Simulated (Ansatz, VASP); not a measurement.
**WS2: VASP beside Ansatz**

```
W S
1.0
     3.18321    0.00000    0.00000
    -1.59160    2.75674    0.00000
     0.00000    0.00000   23.66876
W S
2 4
Direct
  0.66667 0.33333 0.36268
  0.33333 0.66667 0.63732
  0.66667 0.33333 0.70318
  0.33333 0.66667 0.42856
  0.66667 0.33333 0.57144
  0.33333 0.66667 0.29682
```

Alike in both runs: functional r2SCAN; k mesh 12 × 12 × 2; no spin polarisation.

|  | VASP | Ansatz |
| --- | --- | --- |
| version | VASP 6.6.1 | Ansatz 0.2.0 |
| potentials or method | VASP PAW PBE potentials, release 64 (W_sv, S) | Ansatz PAW |
| plane-wave cutoff (eV) | 520 | 500 |
| occupations | gaussian, width 0.01 eV | fixed |
| valence electrons in the cell | 52 | 52 |
| task | single point | band structure |

```tsv
	VASP	Ansatz	Ansatz less VASP
gap on the k mesh at the Fermi level (eV)	1.58	1.56	-0.018
least direct gap on the mesh (eV)	1.90	1.89	-0.004
rms of the force components (eV/Å)	0.006	0.006	-0.0003
```

VASP's potentials were made for PBE, not for r2SCAN. Atom by atom the forces differ by 0.010 eV/Å (rms over components).

Neither program's run includes spin-orbit coupling.
